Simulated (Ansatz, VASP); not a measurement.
**GaSb: VASP beside Ansatz**

Contents of INCAR:

```
SYSTEM = GaSb
  PREC = Accurate
  ENCUT = 520
  EDIFF = 1E-7
  ISMEAR = 0
  SIGMA = 0.15
  LREAL = .FALSE.
  LASPH = .TRUE.
  NELM = 100
  ALGO = Normal
  ISIF = 2
  LWAVE = .FALSE.
  LCHARG = .TRUE.
  GGA = PE
  LELF = .TRUE.
  LVHAR = .TRUE.
  NBANDS = 16
```

The input KPOINTS:

```
Automatic mesh
0
G
  14 14 14
  0 0 0
```

POSCAR

```
GaSb
1.0
    0.0000000000      3.1763496561      3.0110433749
    3.0110433749      0.0000000000      3.0110433749
    3.0110433749      3.1763496561      0.0000000000
Ga Sb
1 1
Direct
    0.0000000000      0.0000000000      0.0000000000
    0.7500000000      0.7500000000      0.7500000000
```

Input for Ansatz:

```yaml
crystal:
  lattice:
    - [0.0, 3.1763496561, 3.0110433749]
    - [3.0110433749, 0.0, 3.0110433749]
    - [3.0110433749, 3.1763496561, 0.0]
  atoms:
    - { symbol: Ga, position: [0.0, 0.0, 0.0] }
    - { symbol: Sb, position: [0.75, 0.75, 0.75] }
basis:
  ecutwfc: 420
kpoints:
  mp_grid: { grid: [14, 14, 14] }
hamiltonian:
  xc: pbe
  pseudopotentials: { kind: paw, azcp: { folder: soft_1 } }
scf:
  occupations: { method: gaussian, width: 0.15 }
output:
  forces: true
  stress: true
  eigenvalues: true
```

Alike in both runs: task single point; functional PBE; k mesh 14 × 14 × 14; occupations gaussian, width 0.15 eV; no spin polarisation.

|  | VASP | Ansatz |
| --- | --- | --- |
| version | VASP 6.6.1 | Ansatz 0.2.0 |
| potentials or method | VASP PAW PBE potentials, release 64 (Ga_d, Sb), cutoff 520 eV | scalar-relativistic, plane waves, PAW |
| valence electrons in the cell | 18 | 28 |

|  | VASP | Ansatz | Ansatz less VASP |
| --- | --- | --- | --- |
| gap on the k mesh at the Fermi level (eV) | none | none | - |
| pressure (GPa) | 2.1 | 2.0 | -0.07 |
| traceless stress, the component that is largest in VASP (GPa) | -1.67 | -1.67 | -0.003 |

A gap of «none» marks a metal or a gap that the smearing closes. VASP's potentials hold 18 valence electrons a cell and Ansatz's 28, so a difference there can come from the potentials and not from the codes.

Neither program's run includes spin-orbit coupling.
